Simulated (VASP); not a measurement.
**Be2CdO3: single point with PBE**

Crystal: Be2CdO3.

```xyz
12
Lattice="-0.0003 0.0006 -4.7270 0.0001 5.1894 -0.0007 4.5467 -2.5946 0.0006" Properties=species:S:1:pos:R:3 pbc="T T T"
Be    2.9115   -0.8021   -2.3799
Be    2.9117    0.8025   -0.0166
Be    1.6351    3.3972   -0.0170
Be    1.6349    1.7926   -2.3803
Cd    4.5466    1.6148   -2.3026
Cd    4.5465   -1.6140   -4.6657
O     2.6292    0.6746   -1.6664
O     1.9173    3.2693   -1.6668
O     4.5465   -1.2807   -2.1757
O     2.6291   -0.6737   -4.0297
O     1.9171    1.9210   -4.0301
O     4.5464    1.2816   -4.5394
```

```yaml
Program: VASP 6.6.1
Task: single point
Functional: PBE
Potentials_or_basis: VASP PAW PBE potentials, release 64 (Be, Cd, O)
Cutoff: 520 eV
k_mesh: 4 × 4 × 4
Occupations: gaussian, width 0.1 eV
Spin: no spin polarisation
```

```yaml
Pressure: 0.9 GPa
Largest_force: 0.070 eV/Å
Band_gap_on_the_k_mesh: 1.99 eV (least direct gap 2.45 eV)
```

Forces on the atoms (eV/Å):
```
Be   0.001 -0.001  0.001
Be   0.001  0.001  0.001
Be  -0.001  0.001  0.001
Be  -0.001 -0.001  0.001
Cd   0.000  0.026 -0.012
Cd   0.000 -0.026 -0.012
O   -0.060 -0.028  0.021
O    0.060 -0.028  0.021
O    0.000  0.050 -0.032
O   -0.060  0.028  0.021
O    0.060  0.028  0.021
O    0.000 -0.050 -0.032
```

Stress tensor (GPa, compression positive):
```
 1.00  0.00 -0.01
 0.00  0.85  0.02
-0.01  0.02  1.00
```

Levels at points of the mesh, in eV from the valence-band top:
```csv
k point,band 31,band 32,band 33,band 34,band 35,band 36,band 37,band 38
"(0.00, 0.00, 0.00)",-0.88,-0.52,-0.51,-0.45,1.99,5.57,8.92,9.16
"(0.50, 0.00, 0.00)",-0.81,-0.81,-0.11,-0.11,4.57,4.57,8.68,8.68
"(0.00, 0.50, 0.00)",-1.09,-1.08,-0.67,-0.28,4.28,5.20,8.32,8.40
"(0.50, 0.50, 0.00)",-0.65,-0.65,-0.15,-0.15,5.35,5.36,7.16,7.16
"(0.00, 0.00, 0.50)",-1.17,-1.16,-0.36,-0.35,4.16,5.30,6.57,8.69
"(0.50, 0.00, 0.50)",-0.74,-0.74,-0.33,-0.33,5.46,5.46,7.53,7.53
"(0.00, 0.50, 0.50)",-1.09,-1.08,-0.67,-0.28,4.28,5.20,8.32,8.40
"(0.50, 0.50, 0.50)",-0.65,-0.65,-0.15,-0.15,5.35,5.36,7.16,7.16
```

Run time: 3.4 min on 1 thread of Intel(R) Xeon(R) Platinum 8488C (Sapphire Rapids) (shared host), peak memory 0.31 GiB.

A k mesh can miss the band edges.
